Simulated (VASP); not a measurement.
Set up this calculation in VASP 6.6.1, as the native input.

| Quantity | Value |
| --- | --- |
| Task | single point |
| Functional | PBE |
| Potentials or basis | VASP PAW PBE potentials, release 64 (Sn_d) |
| Cutoff | 520 eV |
| k mesh | 11 × 11 × 11 |
| Occupations | fermi-dirac, width 0.05 eV |
| Spin | no spin polarisation |
| Dipole correction | no |
| Further INCAR settings | ALGO = Normal; EDIFF = 1e-06; NBANDS = 13 |

The structure of Sn lies in POSCAR:

```
Sn
1.0
   -1.6912936206      1.7393011766      2.2906073406
    1.6912936206     -1.7393011766      2.2906073406
    1.6912936206      1.7393011766     -2.2906073406
Sn
1
Direct
    0.0000000000      0.0000000000      0.0000000000
```

This cell differs from its parent crystal: volume scaled by 0.94.

One way to write it, as run:

INCAR

```
SYSTEM = Sn
ALGO     = Normal         ! electronic algorithm
EDIFF    = 1E-6           ! SCF threshold, eV
ENCUT    = 520            ! plane-wave cutoff, eV
GGA      = PE             ! functional
ISIF     = 2              ! what is computed and relaxed
ISMEAR   = -1             ! smearing method
LASPH    = .TRUE.         ! aspherical terms in the spheres
LCHARG   = .FALSE.        ! write CHGCAR
LREAL    = .FALSE.        ! projectors in reciprocal space
LWAVE    = .FALSE.        ! write WAVECAR
NBANDS   = 13             ! bands
NELM     = 60             ! most SCF steps
PREC     = Accurate       ! precision mode
SIGMA    = 0.05           ! smearing width, eV
```

KPOINTS

```
k-points
0
G
  11 11 11
  0 0 0
```

Potentials or basis: VASP PAW PBE potentials, release 64 (Sn_d).

Command:

```console
$ cat potpaw_PBE.64/Sn_d/POTCAR > POTCAR
$ mpirun -np 1 vasp_std > vasp.out
```

It gave:

```
Pressure               : 2.1 GPa
Band gap on the k mesh : zero (band 7 reaches 15.77 eV, above the bottom of band 8 at 6.32 eV)
```

Caveat: spin-orbit coupling is left out, which moves the levels of the heavy elements.

Run time: 69 s on 1 thread of AMD EPYC 7R43 64-Core Processor (Zen 3), on a shared host, peak memory 0.17 GiB.
